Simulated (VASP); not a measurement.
# PbS (Fm-3m) in VASP: notebook

PbS is run at these levels: LDA, PBE; tasks: single point.

Everything below comes from runs of VASP 6.6.1. Logs are shortened: lines on timing, memory, paths and dates and some standing lists are left out, and cuts for length are marked.

## 1. The cell of the first run

Symmetry: Fm-3m, No. 225, cubic system. Conventional cell: a = 6.065 Å, b = 6.065 Å, c = 6.065 Å, α = 90.00°, β = 90.00°, γ = 90.00°. Within 4.0 Å of Pb (site symmetry m-3m) lie 6 S at 3.03 Å. S (site symmetry m-3m) has 6 Pb at 3.03 Å within 4.0 Å.

## 2. Single point, LDA

INCAR

```
SYSTEM = PbS
PREC = Accurate
ENCUT = 520
EDIFF = 1E-6
ISMEAR = -1
SIGMA = 0.06
LREAL = .False.
LASPH = .True.
NELM = 80
ALGO = Normal
ISIF = 2
LWAVE = .False.
LCHARG = .False.
NBANDS = 17
```

KPOINTS

```
regular mesh
0
Gamma
  8 8 8
  0 0 0
```

POSCAR

```
PbS
1.0
    0.0000000000      3.0326290000      3.0326290000
    3.0326290000      0.0000000000      3.0326290000
    3.0326290000      3.0326290000      0.0000000000
Pb S
1 1
Direct
    0.0000000000      0.0000000000      0.0000000000
    0.5000000000      0.5000000000      0.5000000000
```

Potentials or basis: VASP PAW LDA potentials, release 64 (Pb_d, S).

The run is started by

```console
$ cat potpaw_LDA.64/Pb_d/POTCAR potpaw_LDA.64/S/POTCAR > POTCAR
$ mpirun -np 1 vasp_std > vasp.out
```

OUTCAR:

```text
SYSTEM = PbS
   PREC = Accurate
   ENCUT = 520
   EDIFF = 1E-6
   ISMEAR = -1
   LREAL = .False.
   LASPH = .True.
   NELM = 80
   ISIF = 2

 ion  position               nearest neighbor table
   1  0.000  0.000  0.000-   2 3.03   2 3.03   2 3.03   2 3.03   2 3.03   2 3.03
   2  0.500  0.500  0.500-   1 3.03   1 3.03   1 3.03   1 3.03   1 3.03   1 3.03

  LATTYP: Found a face centered cubic cell.
 ALAT       =     6.0652580000

  Lattice vectors:

 A1 = (   0.0000000000,   3.0326290000,   3.0326290000)
 A2 = (   3.0326290000,   0.0000000000,   3.0326290000)
 A3 = (   3.0326290000,   3.0326290000,   0.0000000000)

Analysis of symmetry for initial positions (statically):
=====================================================================
 Subroutine PRICEL returns:
 Original cell was already a primitive cell.

 Routine SETGRP: Setting up the symmetry group for a
 face centered cubic supercell.

 Subroutine GETGRP returns: Found 48 space group operations
 (whereof 48 operations were pure point group operations)
 out of a pool of 48 trial point group operations.

The static configuration has the point symmetry O_h .

Analysis of symmetry for dynamics (positions and initial velocities):
=====================================================================
 Subroutine PRICEL returns:
 Original cell was already a primitive cell.

 Routine SETGRP: Setting up the symmetry group for a
 face centered cubic supercell.

 Subroutine GETGRP returns: Found 48 space group operations
 (whereof 48 operations were pure point group operations)
 out of a pool of 48 trial point group operations.

The dynamic configuration has the point symmetry O_h .

 Subroutine INISYM returns: Found 48 space group operations
 (whereof 48 operations are pure point group operations),
 and found     1 'primitive' translations

----------------------------------------------------------------------------------------

                                     Primitive cell

  volume of cell :      55.7812

  direct lattice vectors                    reciprocal lattice vectors
     0.000000000  3.032629000  3.032629000    -0.164873448  0.164873448  0.164873448
     3.032629000  0.000000000  3.032629000     0.164873448 -0.164873448  0.164873448
     3.032629000  3.032629000  0.000000000     0.164873448  0.164873448 -0.164873448

  length of vectors
[... 73 lines left out ...]
   PREC   = accura    normal or accurate (medium, high low for compatibility)
   ISTART =      0    job   : 0-new  1-cont  2-samecut
   ICHARG =      2    charge: 1-file 2-atom 10-const
   ISPIN  =      1    spin polarized calculation?
   LNONCOLLINEAR =      F non collinear calculations
   LSORBIT =      F    spin-orbit coupling
   LASPH  =      T    aspherical Exc in radial PAW
   ENCUT  =  520.0 eV  38.22 Ry    6.18 a.u.   7.97  7.97  7.97*2*pi/ulx,y,z
   NELM   =     80;   NELMIN=  2; NELMDL= -5     # of ELM steps
   EDIFF  = 0.1E-05   stopping-criterion for ELM
   LREAL  =      F    real-space projection
   EDIFFG = 0.1E-04   stopping-criterion for IOM
   NSW    =      0    number of steps for IOM
   IBRION =     -1    ionic relax: 0-MD 1-quasi-New 2-CG
   NFREE  =      0    steps in history (QN), initial steepest desc. (CG)
   ISIF   =      2    stress and relaxation
   ISYM   =      2    0-nonsym 1-usesym 2-fastsym
   POTIM  = 0.5000    time-step for ionic-motion
   TEBEG  =    0.0;   TEEND  =   0.0 temperature during run
   PSTRESS=    0.0 pullay stress
   NELECT =      20.0000    total number of electrons
   NUPDOWN=      -1.0000    fix difference up-down
   EMIN   =  10.00;   EMAX   =-10.00  energy-range for DOS
   EFERMI =   0.00;   METHOD = LEGACY
   ISMEAR =    -1;   SIGMA  =   0.06  broadening in eV -4-tet -1-fermi 0-gaus
   EFERMI_NEDOS =   21; number of points for ismear=-14 and -15
   IALGO  =     38    algorithm
   IMIX   =      4    mixing-type and parameters
     AMIX     =   0.40;   BMIX     =  1.00
     AMIX_MAG =   1.60;   BMIX_MAG =  1.00
  volume/ion in A,a.u.               =      27.89       188.22
  Fermi-wavevector in a.u.,A,eV,Ry     =   1.163025  2.197798 18.403595  1.352626
  Thomas-Fermi vector in A             =   2.299579
   LORBIT       =      0    0 simple, 1 ext, 2 COOP (PROOUT), +10 PAW based schemes
   GGA     = CA    functional components
   LHFCALC =     F    Hartree Fock is set to
   AEXX    =    0.0000 exact exchange contribution
   IVDW    =     0    specifies the selected vdW correction
   LEPSILON=     F    determine dielectric tensor
   LRPA    =     F    only Hartree local field effects (RPA)
 non-spin polarized calculation
  energy-cutoff  :      520.00
  volume of cell :       55.78
 maximum number of plane-waves:      1524
   NGX = 15   NGY = 15   NGZ = 15

 number of electron      20.0000006 magnetization

 Free energy of the ion-electron system (eV)
  ---------------------------------------------------
  ext. energy  EPLUGINS =         0.00000000
  ---------------------------------------------------
  free energy    TOTEN  =        -9.88942990 eV

  energy without entropy =       -9.88918647  energy(sigma->0) =       -9.88930818

 E-fermi :   4.8919     XC(G=0):  -9.7275

 val. band max:        4.6796082613   @ k =   0.5000   0.0000   0.0000
 cond. band min:       5.1038281981   @ k =   0.5000   0.0000   0.0000
 fundamental gap:      0.4242199368
 Fermi energy:         4.8918613438

 k-point     1 :       0.0000    0.0000    0.0000
  band No.  band energies     occupation
      1     -11.9359      2.00000
      2     -11.9359      2.00000
      3     -11.9359      2.00000
      4     -11.9250      2.00000
      5     -11.9250      2.00000
      6      -8.2523      2.00000
[... 457 lines left out ...]
      4     -11.9124      2.00000
      5     -11.8964      2.00000
      6      -6.9426      2.00000
[... 9 lines left out ...]
     16      15.6140      0.00000
     17      15.6935      0.00000

 [... further k-points ...]
[... 5 lines left out ...]
  --------------------------------------------------------------------------------------
  -------------------------------------------------------------------------------------
  Total       -1.9658501     -1.9658501     -1.9658501      0.0000000      0.0000000      0.0000000
  in kB      -56.4641948    -56.4641948    -56.4641948      0.0000000      0.0000000      0.0000000
  external PRESSURE =     -56.4641948 kB  Pullay stress =       0.0000000 kB

 VOLUME and BASIS-vectors are now :
 -----------------------------------------------------------------------------
  energy-cutoff  :      520.00
  volume of cell :       55.78
      direct lattice vectors                 reciprocal lattice vectors
     0.000000000  3.032629000  3.032629000    -0.164873448  0.164873448  0.164873448
     3.032629000  0.000000000  3.032629000     0.164873448 -0.164873448  0.164873448
     3.032629000  3.032629000  0.000000000     0.164873448  0.164873448 -0.164873448

 POSITION                                       TOTAL-FORCE (eV/Angst)
 -----------------------------------------------------------------------------------
      0.00000      0.00000      0.00000         0.000000      0.000000      0.000000
      3.03263      3.03263      3.03263        -0.000000     -0.000000     -0.000000
 -----------------------------------------------------------------------------------
    total drift:                                0.000000     -0.000000     -0.000000

  FREE ENERGIE OF THE ION-ELECTRON SYSTEM (eV)
  ---------------------------------------------------
  free  energy   TOTEN  =        -9.8894298983 eV

  energy  without entropy=       -9.8891864664  energy(sigma->0) =       -9.88930818
```

Run time: 9.9 s. Hardware: 1 thread of Intel Xeon Platinum 8488C (Sapphire Rapids), shared host; peak memory 0.16 GiB.

What came out:

```yaml
Free_energy: -9.8894 eV
Pressure: -5.6 GPa
Band_gap_on_the_k_mesh: 0.42 eV, direct
```

Levels at points of the mesh, in eV from the valence-band top:
```tsv
k point	band 6	band 7	band 8	band 9	band 10	band 11	band 12	band 13	band 14	band 15
(0.00, 0.00, 0.00)	-12.93	-6.14	-1.78	-1.78	-1.78	4.93	4.93	4.93	6.86	6.86
(0.50, 0.00, 0.00)	-11.80	-8.50	-1.43	-1.43	0.00	0.42	2.02	2.02	8.44	10.24
(0.50, 0.50, 0.00)	-11.47	-7.13	-4.64	-2.98	-2.98	4.06	5.30	5.37	5.37	11.18
```

Caveat: spin-orbit coupling is left out, which moves the levels of the heavy elements.

## 3. Single point, PBE

INCAR

```
ALGO = Normal
EDIFF = 1E-6
ENCUT = 520
GGA = PE
ISIF = 2
ISMEAR = -1
LASPH = T
LCHARG = F
LREAL = F
LWAVE = F
NBANDS = 17
NELM = 100
PREC = Accurate
SIGMA = 0.06
```

KPOINTS

```
k-points
0
Gamma
  8 8 8
```

POSCAR is that of step 2.

Potentials or basis: VASP PAW PBE potentials, release 64 (Pb_d, S).

The run is started by

```console
$ cat potpaw_PBE.64/Pb_d/POTCAR potpaw_PBE.64/S/POTCAR > POTCAR
$ mpirun -np 1 vasp_std > vasp.out
```

OUTCAR:

```text
EDIFF = 1E-6
   ENCUT = 520
   GGA = PE
   ISIF = 2
   ISMEAR = -1
   LASPH = T
   LREAL = F
   NELM = 100
   PREC = Accurate

 ion  position               nearest neighbor table
   1  0.000  0.000  0.000-   2 3.03   2 3.03   2 3.03   2 3.03   2 3.03   2 3.03
   2  0.500  0.500  0.500-   1 3.03   1 3.03   1 3.03   1 3.03   1 3.03   1 3.03

  LATTYP: Found a face centered cubic cell.
 ALAT       =     6.0652580000

  Lattice vectors:

 A1 = (   0.0000000000,   3.0326290000,   3.0326290000)
 A2 = (   3.0326290000,   0.0000000000,   3.0326290000)
 A3 = (   3.0326290000,   3.0326290000,   0.0000000000)

Analysis of symmetry for initial positions (statically):
=====================================================================
 Subroutine PRICEL returns:
 Original cell was already a primitive cell.

 Routine SETGRP: Setting up the symmetry group for a
 face centered cubic supercell.

 Subroutine GETGRP returns: Found 48 space group operations
 (whereof 48 operations were pure point group operations)
 out of a pool of 48 trial point group operations.

The static configuration has the point symmetry O_h .

Analysis of symmetry for dynamics (positions and initial velocities):
=====================================================================
 Subroutine PRICEL returns:
 Original cell was already a primitive cell.

 Routine SETGRP: Setting up the symmetry group for a
 face centered cubic supercell.

 Subroutine GETGRP returns: Found 48 space group operations
 (whereof 48 operations were pure point group operations)
 out of a pool of 48 trial point group operations.

The dynamic configuration has the point symmetry O_h .

 Subroutine INISYM returns: Found 48 space group operations
 (whereof 48 operations are pure point group operations),
 and found     1 'primitive' translations

----------------------------------------------------------------------------------------

                                     Primitive cell

  volume of cell :      55.7812

  direct lattice vectors                    reciprocal lattice vectors
     0.000000000  3.032629000  3.032629000    -0.164873448  0.164873448  0.164873448
     3.032629000  0.000000000  3.032629000     0.164873448 -0.164873448  0.164873448
     3.032629000  3.032629000  0.000000000     0.164873448  0.164873448 -0.164873448

  length of vectors
     4.288785061  4.288785061  4.288785061     0.285569189  0.285569189  0.285569189

  position of ions in fractional coordinates (direct lattice)
     0.000000000  0.000000000  0.000000000
     0.500000000  0.500000000  0.500000000

  ion indices of the primitive-cell ions
   primitive index   ion index
                 1           1
                 2           2

----------------------------------------------------------------------------------------

 KPOINTS: k-points

Automatic generation of k-mesh.
 Grid dimensions read from file:
 generate k-points for:    8    8    8

 Generating k-lattice:

  Cartesian coordinates                     Fractional coordinates (reciprocal lattice)
    -0.020609181  0.020609181  0.020609181     0.125000000  0.000000000  0.000000000
     0.020609181 -0.020609181  0.020609181     0.000000000  0.125000000  0.000000000
     0.020609181  0.020609181 -0.020609181     0.000000000  0.000000000  0.125000000

  Length of vectors
     0.035696149  0.035696149  0.035696149

  Shift w.r.t. Gamma in fractional coordinates (k-lattice)
     0.000000000  0.000000000  0.000000000

 Subroutine IBZKPT returns following result:
 ===========================================

 Found     29 irreducible k-points:

 Following reciprocal coordinates:
            Coordinates               Weight
  0.000000  0.000000  0.000000      1.000000
  0.125000  0.000000  0.000000      8.000000
  0.250000  0.000000  0.000000      8.000000
  0.375000  0.000000  0.000000      8.000000
  0.500000  0.000000  0.000000      4.000000
  0.125000  0.125000  0.000000      6.000000
[... 16 lines left out ...]
  0.500000  0.250000  0.125000     48.000000
 -0.375000  0.250000  0.125000     24.000000
 [... further k-points ...]
   k-points           NKPTS =     29   k-points in BZ     NKDIM =     29   number of bands    NBANDS=     17
   number of dos      NEDOS =    301   number of ions     NIONS =      2
   total plane-waves  NPLWV =  32768
   dimension x,y,z NGX =    32 NGY =   32 NGZ =   32
   dimension x,y,z NGXF=    64 NGYF=   64 NGZF=   64
   ions per type =               1   1
   NGX,Y,Z   is equivalent  to a cutoff of  12.40, 12.40, 12.40 a.u.
   NGXF,Y,Z  is equivalent  to a cutoff of  24.81, 24.81, 24.81 a.u.
 SYSTEM =  unknown system
   PREC   = accura    normal or accurate (medium, high low for compatibility)
   ISTART =      0    job   : 0-new  1-cont  2-samecut
   ICHARG =      2    charge: 1-file 2-atom 10-const
   ISPIN  =      1    spin polarized calculation?
   LNONCOLLINEAR =      F non collinear calculations
   LSORBIT =      F    spin-orbit coupling
   LASPH  =      T    aspherical Exc in radial PAW
   ENCUT  =  520.0 eV  38.22 Ry    6.18 a.u.   7.97  7.97  7.97*2*pi/ulx,y,z
   NELM   =    100;   NELMIN=  2; NELMDL= -5     # of ELM steps
   EDIFF  = 0.1E-05   stopping-criterion for ELM
   LREAL  =      F    real-space projection
   EDIFFG = 0.1E-04   stopping-criterion for IOM
   NSW    =      0    number of steps for IOM
   IBRION =     -1    ionic relax: 0-MD 1-quasi-New 2-CG
   NFREE  =      0    steps in history (QN), initial steepest desc. (CG)
   ISIF   =      2    stress and relaxation
   ISYM   =      2    0-nonsym 1-usesym 2-fastsym
   POTIM  = 0.5000    time-step for ionic-motion
   TEBEG  =    0.0;   TEEND  =   0.0 temperature during run
   PSTRESS=    0.0 pullay stress
   NELECT =      20.0000    total number of electrons
   NUPDOWN=      -1.0000    fix difference up-down
   EMIN   =  10.00;   EMAX   =-10.00  energy-range for DOS
   EFERMI =   0.00;   METHOD = LEGACY
   ISMEAR =    -1;   SIGMA  =   0.06  broadening in eV -4-tet -1-fermi 0-gaus
   EFERMI_NEDOS =   21; number of points for ismear=-14 and -15
   IALGO  =     38    algorithm
   IMIX   =      4    mixing-type and parameters
     AMIX     =   0.40;   BMIX     =  1.00
     AMIX_MAG =   1.60;   BMIX_MAG =  1.00
  volume/ion in A,a.u.               =      27.89       188.22
  Fermi-wavevector in a.u.,A,eV,Ry     =   1.163025  2.197798 18.403595  1.352626
  Thomas-Fermi vector in A             =   2.299579
   LORBIT       =      0    0 simple, 1 ext, 2 COOP (PROOUT), +10 PAW based schemes
   GGA     = PE    functional components
   LHFCALC =     F    Hartree Fock is set to
   AEXX    =    0.0000 exact exchange contribution
   IVDW    =     0    specifies the selected vdW correction
   LEPSILON=     F    determine dielectric tensor
   LRPA    =     F    only Hartree local field effects (RPA)
 non-spin polarized calculation
  energy-cutoff  :      520.00
  volume of cell :       55.78
 maximum number of plane-waves:      1524
   NGX = 15   NGY = 15   NGZ = 15

 number of electron      20.0000006 magnetization

 Free energy of the ion-electron system (eV)
  ---------------------------------------------------
  ext. energy  EPLUGINS =         0.00000000
  ---------------------------------------------------
  free energy    TOTEN  =        -8.76301306 eV

  energy without entropy =       -8.76292975  energy(sigma->0) =       -8.76297141

 E-fermi :   5.2027     XC(G=0):  -9.3714

 val. band max:        4.9093185138   @ k =   0.5000   0.0000   0.0000
 cond. band min:       5.4957507480   @ k =   0.5000   0.0000   0.0000
 fundamental gap:      0.5864322341
 Fermi energy:         5.2026952793

 k-point     1 :       0.0000    0.0000    0.0000
  band No.  band energies     occupation
      1     -11.7601      2.00000
      2     -11.7601      2.00000
      3     -11.7601      2.00000
      4     -11.7422      2.00000
      5     -11.7422      2.00000
      6      -8.0470      2.00000
[... 9 lines left out ...]
     16      11.8646      0.00000
     17      13.8099      0.00000

 k-point     2 :       0.1250    0.0000    0.0000
  band No.  band energies     occupation
      1     -11.7594      2.00000
      2     -11.7573      2.00000
      3     -11.7573      2.00000
      4     -11.7431      2.00000
      5     -11.7431      2.00000
      6      -7.9279      2.00000
[... 9 lines left out ...]
     16      12.2068      0.00000
     17      14.7851      0.00000
[... 421 lines left out ...]
 k-point    24 :      -0.3750    0.2500    0.1250
  band No.  band energies     occupation
      1     -11.7910      2.00000
      2     -11.7568      2.00000
      3     -11.7455      2.00000
      4     -11.7368      2.00000
      5     -11.7209      2.00000
      6      -6.7866      2.00000
[... 9 lines left out ...]
     16      15.9007      0.00000
     17      16.0536      0.00000

 [... further k-points ...]
[... 5 lines left out ...]
  --------------------------------------------------------------------------------------
  -------------------------------------------------------------------------------------
  Total       -0.5109222     -0.5109222     -0.5109222      0.0000000      0.0000000      0.0000000
  in kB      -14.6749809    -14.6749809    -14.6749809      0.0000000      0.0000000      0.0000000
  external PRESSURE =     -14.6749809 kB  Pullay stress =       0.0000000 kB

 VOLUME and BASIS-vectors are now :
 -----------------------------------------------------------------------------
  energy-cutoff  :      520.00
  volume of cell :       55.78
      direct lattice vectors                 reciprocal lattice vectors
     0.000000000  3.032629000  3.032629000    -0.164873448  0.164873448  0.164873448
     3.032629000  0.000000000  3.032629000     0.164873448 -0.164873448  0.164873448
     3.032629000  3.032629000  0.000000000     0.164873448  0.164873448 -0.164873448

 POSITION                                       TOTAL-FORCE (eV/Angst)
 -----------------------------------------------------------------------------------
      0.00000      0.00000      0.00000        -0.000000      0.000000     -0.000000
      3.03263      3.03263      3.03263         0.000000     -0.000000      0.000000
 -----------------------------------------------------------------------------------
    total drift:                                0.000000     -0.000000     -0.000000

  FREE ENERGIE OF THE ION-ELECTRON SYSTEM (eV)
  ---------------------------------------------------
  free  energy   TOTEN  =        -8.7630130619 eV

  energy  without entropy=       -8.7629297534  energy(sigma->0) =       -8.76297141
```

Wall time 12 s (1 thread of Intel Xeon Platinum 8488C (Sapphire Rapids), shared host); peak memory 0.18 GiB.

Results:

* Free energy: -8.7630 eV
* Pressure: -1.5 GPa
* Band gap on the k mesh: 0.59 eV, direct

Caveat: spin-orbit coupling is left out, which moves the levels of the heavy elements. A k mesh can miss the band edges.
